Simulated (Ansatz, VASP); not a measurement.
## Rh in VASP and in Ansatz

File INCAR:

```
PREC = Accurate ; ENCUT = 520
EDIFF = 1E-7 ; ISMEAR = 0
SIGMA = 0.15 ; LREAL = False
LASPH = True ; NELM = 100
ALGO = Fast ; ISIF = 2
LWAVE = False ; LCHARG = False
GGA = PS ; NBANDS = 38
```

File KPOINTS:

```
regular mesh
0
Gamma
  18 18 6
```

File POSCAR:

```
Rh
1.0
    2.4303493686      0.0000000000      0.0000000000
   -1.2151746843      2.4444322036      0.0000000000
    0.0000000000      0.0000000000      9.0478106183
Rh
4
Direct
    0.0000000000      0.0000000000      0.0000000000
    0.3333333333      0.6666666667      0.2500000000
    0.0000000000      0.0000000000      0.5000000000
    0.6666666667      0.3333333333      0.7500000000
```

Input for Ansatz:

```yaml
crystal:
  lattice:
    - [2.4303493686, 0.0, 0.0]
    - [-1.2151746843, 2.4444322036, 0.0]
    - [0.0, 0.0, 9.0478106183]
  atoms:
    - { symbol: Rh, position: [0.0, 0.0, 0.0] }
    - { symbol: Rh, position: [0.3333333333, 0.6666666667, 0.25] }
    - { symbol: Rh, position: [0.0, 0.0, 0.5] }
    - { symbol: Rh, position: [0.6666666667, 0.3333333333, 0.75] }
basis:
  ecutwfc: 420
kpoints:
  mp_grid: { grid: [18, 18, 6] }
hamiltonian:
  xc: pbesol
  pseudopotentials: { kind: paw, azcp: { folder: soft_1 } }
scf:
  occupations: { method: gaussian, width: 0.15 }
output:
  forces: true
  stress: true
  eigenvalues: true
```

Change from the starting cell: strain +e along x and -e along y -0.0733, strain +e along z and -e/2 along x and y +0.0367.

Alike in both runs: task single point; functional PBEsol; k mesh 18 × 18 × 6; occupations gaussian, width 0.15 eV; no spin polarisation.

|  | VASP | Ansatz |
| --- | --- | --- |
| version | VASP 6.6.1 | Ansatz 0.2.0 |
| potentials or method | VASP PAW PBE potentials, release 64 (Rh_pv), cutoff 520 eV | scalar-relativistic, plane waves, PAW |
| valence electrons in the cell | 60 | 68 |

|  | VASP | Ansatz | Ansatz less VASP |
| --- | --- | --- | --- |
| gap on the k mesh at the Fermi level (eV) | none | none | - |
| pressure (GPa) | 9.7 | 9.7 | +0.05 |
| traceless stress, the component that is largest in VASP (GPa) | 43.16 | 43.15 | -0.005 |
| rms of the force components (eV/Å) | 0.103 | 0.103 | -0.0003 |

VASP's potentials were made for PBE, not for PBEsol, and Ansatz warns of the same on its side. Atom by atom the forces differ by 0.000 eV/Å (rms over components). A gap of «none» marks a metal or a gap that the smearing closes. VASP's potentials hold 60 valence electrons a cell and Ansatz's 68, so a difference there can come from the potentials and not from the codes.
